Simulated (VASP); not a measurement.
# TiSi5 in VASP: further runs, part 2 of 2

VASP 6.6.1. The steps go on from the part before.

## Step 3: Single point, PBE

Input file INCAR:

```
PREC     = Accurate       # precision mode
ENCUT    = 520            # plane-wave cutoff, eV
EDIFF    = 1E-6           # SCF threshold, eV
ISMEAR   = -1             # smearing method
SIGMA    = 0.2163         # smearing width, eV
LREAL    = Auto         
LASPH    = True           # aspherical terms in the spheres
NELM     = 100            # most SCF steps
ALGO     = Normal         # electronic algorithm
ISIF     = 2              # what is computed and relaxed
LWAVE    = False          # write WAVECAR
LCHARG   = False          # write CHGCAR
GGA      = PE             # functional
NBANDS   = 82             # bands
ISYM     = 0
```

Input file KPOINTS:

```
Automatic mesh
0
Gamma
  1 1 1
  0.25 0.25 0.25
```

Input file POSCAR:

```
TiSi5
1.0
    7.3792880000     -0.0073480000     -0.0270630000
   -0.0073480000      7.1740870000     -0.0200730000
   -0.0270630000     -0.0200730000      7.3139990000
Si Ti
20 4
Direct
    0.0349639084      0.7546772478      0.0801234543
    0.5865498838      0.7763229520      1.1879354824
    0.3408731968      0.7812455757      0.3865387449
    0.0219422831      0.4471818551      0.4028945185
    0.0300188126      0.9475949824      0.3551171491
    0.4655185265      0.8141320135      0.6968198109
    0.5113578899      0.3753747395      1.1096289151
    1.1699398360      0.2690178094      0.0846635440
    0.6946150976      0.4315716439      0.7536735110
    0.6038725191      0.1582909024      0.9281347967
    0.1527683013      0.8718259922      0.6849985257
    0.2876120930      0.1447148281      0.7588996808
    0.3560347608      0.1552747889      0.3929009560
    0.8502104121      0.7597052033      0.5318027534
    0.7344769263      0.4711588716      0.3934040353
    0.8813495627      0.0248762909      1.0081462009
    0.7272101528      0.7081985259     -0.1240323991
    0.6044497940      0.1270250920      0.5985933276
    0.3182639355     -0.0133486615      1.0883244897
    0.7488748682      0.1216465526      0.3172031623
    0.3980005865      0.4798299811      0.5567439532
    0.8923043712      0.4321982859      0.0932323001
    0.0733514784      0.4712735995      0.7703789659
    0.9190650987      0.1688414348      0.7255443722
```

Potentials or basis: VASP PAW PBE potentials, release 64 (Si, Ti_sv).

Run with:

```bash
$ cat potpaw_PBE.64/Si/POTCAR potpaw_PBE.64/Ti_sv/POTCAR > POTCAR
$ mpirun -np 1 vasp_std > vasp.out
```

Wall time 45 s (1 thread of Intel Xeon 6975P-C (Granite Rapids), shared host); peak memory 0.36 GiB.

The run converged. Its results:

* Free energy: -131.4803 eV
* Pressure: 4.6 GPa
* Largest force: 4.427 eV/Å
* Band gap on the k mesh: 0.18 eV

Forces in eV/Å, atoms in the order of the input:
```
Si   0.609 -0.564 -0.424
Si   1.086 -0.260 -0.786
Si  -1.045 -0.126  0.210
Si   4.242  0.083  1.265
Si   0.526  0.699  0.387
Si   0.739  0.281 -0.216
Si  -1.321  2.723  1.912
Si   0.269  0.434 -0.660
Si   0.148 -0.833 -0.988
Si   0.049 -1.949 -0.936
Si  -1.627 -1.427  0.039
Si   0.136  2.333  0.770
Si  -0.388  0.092 -0.452
Si  -0.339 -0.524  1.369
Si  -3.663  0.148  0.224
Si   0.220 -0.456  1.911
Si   1.038  1.699  1.008
Si  -0.947 -0.630 -0.009
Si   0.533 -1.204 -0.836
Si   0.637 -0.109 -0.949
Ti   0.129 -1.114 -0.084
Ti  -2.001 -0.595 -1.215
Ti   0.304  1.563 -0.066
Ti   0.664 -0.266 -1.474
```

Stress tensor (GPa, compression positive):
```
 6.19  0.37 -0.98
 0.37  3.95  2.30
-0.98  2.30  3.81
```

Levels at points of the mesh, in eV from the valence-band top:
| k point | band 62 | band 63 | band 64 | band 65 | band 66 | band 67 |
| --- | --- | --- | --- | --- | --- | --- |
| (0.25, 0.25, 0.25) | -0.34 | -0.13 | 0.00 | 0.18 | 0.22 | 0.35 |

Caveat: the k points lie up to 0.88 Å⁻¹ apart.

## Step 4: Single point, PBE

Input file INCAR:

```
ALGO = Normal
EDIFF = 1E-6
ENCUT = 520
GGA = PE
ISIF = 2
ISMEAR = -1
ISYM = 0
LASPH = True
LCHARG = False
LREAL = Auto
LWAVE = False
NBANDS = 82
NELM = 60
PREC = Accurate
SIGMA = 0.2163
```

KPOINTS is that of step 3.

Input file POSCAR:

```
TiSi5
1.0
    7.3792880000     -0.0073480000     -0.0270630000
   -0.0073480000      7.1740870000     -0.0200730000
   -0.0270630000     -0.0200730000      7.3139990000
Si Ti
20 4
Direct
   -0.1401052912      0.6929986055      0.0619130371
    0.5159993981      0.6356930212      1.2334217926
    0.1947772945      0.7026013757      0.2769477512
   -0.0141433629      0.2673055508      0.3075376224
   -0.0745614269      0.8291349720      0.4298959257
    0.4165113675      0.7308830539      0.7247092955
    0.5033830375      0.5442423172      0.9793191975
    1.2305769220      0.3626793128      0.1181519392
    0.5610326142      0.3679274568      0.6484390596
    0.5545192188      0.0460584667      0.7919513641
    0.0309593362      0.8279567739      0.7049488835
    0.2314010816      0.1824300079      0.7954672027
    0.2865447507      0.0245160591      0.4682812879
    0.8469446667      0.4958291678      0.4123069531
    0.5451186956      0.2437917921      0.3059330716
    1.0443607674      0.0370873226      1.0704785425
    0.7615921841      0.6003991467     -0.2844351248
    0.6334489782      0.0354758507      0.4930631159
    0.3053924255     -0.1776778044      1.0054774835
    0.6926546714     -0.0091853861      0.0824298629
    0.2854115838      0.4110321088      0.4475117841
    0.7994687078      0.3182181407      0.0225242872
    0.1095590683      0.5362756784      0.8068715430
    0.9099374511      0.1609263708      0.6887642331
```

Run with:

```bash
$ cat potpaw_PBE.64/Si/POTCAR potpaw_PBE.64/Ti_sv/POTCAR > POTCAR
$ mpirun -np 1 vasp_std > vasp.out
```

It took 43 s on 1 thread of Intel Xeon 6975P-C (Granite Rapids), shared host; peak memory 0.37 GiB.

It converged, with:

```
Free energy            : -131.5162 eV
Pressure               : 4.4 GPa
Largest force          : 7.054 eV/Å
Band gap on the k mesh : 0.27 eV
```

Forces on the atoms (eV/Å):
```
Si  -0.074  0.058 -0.427
Si   0.553  2.026  6.734
Si  -0.348  0.383  0.892
Si   2.034 -3.244  0.153
Si  -1.112  0.610 -2.587
Si   0.292 -0.476 -1.546
Si   0.376 -3.075 -6.060
Si   0.125  0.010 -1.357
Si  -0.338 -0.656  0.212
Si  -1.173  0.283  1.152
Si   0.690  1.875  1.945
Si   1.374  0.309 -0.172
Si  -0.412  0.005  0.046
Si  -1.606  2.510  0.550
Si  -0.383  2.319 -2.096
Si  -0.541  0.270 -0.969
Si   0.433  0.430  1.100
Si   1.613 -2.962 -0.251
Si  -0.279  1.130  0.795
Si  -0.184 -1.130  0.335
Ti  -0.563 -0.125  0.927
Ti  -0.952  1.021  0.046
Ti   0.801 -2.093  1.798
Ti  -0.327  0.523 -1.219
```

Stress tensor (GPa, compression positive):
```
-1.69 -1.82  1.31
-1.82  4.21  0.56
 1.31  0.56 10.79
```

Levels at points of the mesh, in eV from the valence-band top:
```csv
k point,band 62,band 63,band 64,band 65,band 66,band 67
"(0.25, 0.25, 0.25)",-0.29,-0.21,0.00,0.27,0.39,0.47
```

Caveat: the k points lie up to 0.88 Å⁻¹ apart.

## Step 5: Single point, PBE

Input file INCAR:

```
SYSTEM = TiSi5
PREC = Accurate ; ENCUT = 520
EDIFF = 1E-6 ; ISMEAR = -1
SIGMA = 0.156 ; LREAL = Auto
LASPH = .True. ; NELM = 100
ALGO = Normal ; ISIF = 2
LWAVE = .False. ; LCHARG = .True.
GGA = PE ; LELF = .True.
LVHAR = .True. ; ISYM = 0
NBANDS = 82
```

KPOINTS is that of step 4.

Input file POSCAR:

```
TiSi5
1.0
    7.3792880000     -0.0073480000     -0.0270630000
   -0.0073480000      7.1740870000     -0.0200730000
   -0.0270630000     -0.0200730000      7.3139990000
Si Ti
20 4
Direct
    0.8392618685      0.7002911963      0.0998889785
    0.5555051004      0.6767539637      0.2465481766
    0.1602703886      0.6773189116      0.2928875462
    0.9933061618      0.1718585231      0.1187755920
    0.9658314372      0.9694726356      0.4019380534
    0.3488433054      0.7339637715      0.6505580054
    0.4942891319      0.6515395964      0.9188318594
    0.2336803582      0.4176825353      0.0998238082
    0.5629349763      0.3969310654      0.6842798730
    0.6225665535     -0.1193542196      0.7117434281
    0.1022412870      0.8859540020      0.6805569307
    0.2678423968      0.2029541380      0.7340973819
    0.3067841266     -0.0208765371      0.3688365891
    0.9557271134      0.3832645474      0.3534859811
    0.6269026118      0.3231805580      0.2828655116
   -0.1286559544     -0.0413270946     -0.0878198609
    0.8591639859      0.5721893538      0.6553613299
    0.6181211426      0.0213650954      0.4006924357
    0.2924178197      0.9392783684      0.0315371711
    0.5473359325      1.1218607497      0.0612661641
    0.3489337660      0.4123264346      0.4369426114
    0.7336380535      0.4038295777     -0.0050938594
    0.1223264529      0.6078124254      0.9078047645
    0.9189764191      0.2232496012      0.6722175581
```

Run with:

```bash
$ cat potpaw_PBE.64/Si/POTCAR potpaw_PBE.64/Ti_sv/POTCAR > POTCAR
$ mpirun -np 1 vasp_std > vasp.out
```

It took 47 s on 1 thread of Intel Xeon 6975P-C (Granite Rapids), shared host; peak memory 0.37 GiB.

Results (log left out):

```yaml
Free_energy: -132.8199 eV
Pressure: 4.1 GPa
Largest_force: 5.338 eV/Å
Band_gap_on_the_k_mesh: 0.16 eV
```

Forces in eV/Å, atoms in the order of the input:
```
Si   1.099  1.397  1.014
Si  -0.430 -0.413  0.361
Si  -0.968  0.003 -0.121
Si   0.938 -0.835 -1.003
Si  -0.280  0.132 -1.143
Si   1.081 -1.984 -2.367
Si  -0.308 -0.725  1.583
Si   2.756 -3.360  2.386
Si   0.966 -0.840  1.243
Si   1.295  0.431 -0.426
Si  -2.290  1.663  1.013
Si   0.558  0.228  0.319
Si  -0.727  0.381  0.483
Si  -0.260  0.984  1.271
Si   0.145  0.791  2.795
Si  -0.300 -0.068 -0.182
Si  -0.277  1.259  0.026
Si   0.763 -0.527  0.557
Si  -0.996 -0.253 -0.300
Si   0.280 -0.748 -1.597
Ti  -2.035  0.298 -0.156
Ti   0.682 -0.651 -1.849
Ti  -1.635  3.502 -3.682
Ti  -0.055 -0.665 -0.226
```

Stress tensor (GPa, compression positive):
```
 4.49 -1.86  1.45
-1.86  2.92 -0.45
 1.45 -0.45  4.99
```

Levels at points of the mesh, in eV from the valence-band top:
| k point | band 61 | band 62 | band 63 | band 64 | band 65 | band 66 | band 67 | band 68 |
| --- | --- | --- | --- | --- | --- | --- | --- | --- |
| (0.25, 0.25, 0.25) | -0.50 | -0.30 | -0.21 | 0.00 | 0.16 | 0.31 | 0.52 | 0.56 |

Caveat: the k points lie up to 0.88 Å⁻¹ apart.
